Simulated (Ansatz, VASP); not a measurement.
RbCaBr3: VASP beside Ansatz

```xyz
5
Lattice="5.7367 -0.0287 0.0000 -0.0287 5.7367 0.0000 0.0000 0.0000 5.7367" Properties=species:S:1:pos:R:3 pbc="T T T"
Rb    2.8540    2.8540    2.8683
Ca    0.0000    0.0000    0.0000
Br    2.8683   -0.0143    0.0000
Br   -0.0143    2.8683    0.0000
Br    0.0000    0.0000    2.8683
```

Change from the starting cell: strain -0.0100 x Voigt [0, 0, 0, 0, 0, 1], atoms carried along.

Alike in both runs: task single point; functional LDA; k mesh 4 × 4 × 4; occupations gaussian, width 0.05 eV; no spin polarisation.

|  | VASP | Ansatz |
| --- | --- | --- |
| version | VASP 6.6.1 | Ansatz 0.2.0 |
| potentials or method | VASP PAW LDA potentials, release 64 (Rb_sv, Ca_sv, Br), cutoff 520 eV | scalar-relativistic, plane waves, PAW |
| valence electrons in the cell | 40 | 40 |

|  | VASP | Ansatz | Ansatz less VASP |
| --- | --- | --- | --- |
| gap on the k mesh at the Fermi level (eV) | 3.68 | 3.67 | -0.011 |
| least direct gap on the mesh (eV) | 3.97 | 3.96 | -0.010 |
| pressure (GPa) | -2.4 | -2.4 | -0.06 |
| traceless stress, the component that is largest in VASP (GPa) | 0.06 | 0.06 | 0.000 |

LDA's correlation is that of Perdew and Zunger in VASP and of Perdew and Wang (1992) in Ansatz.
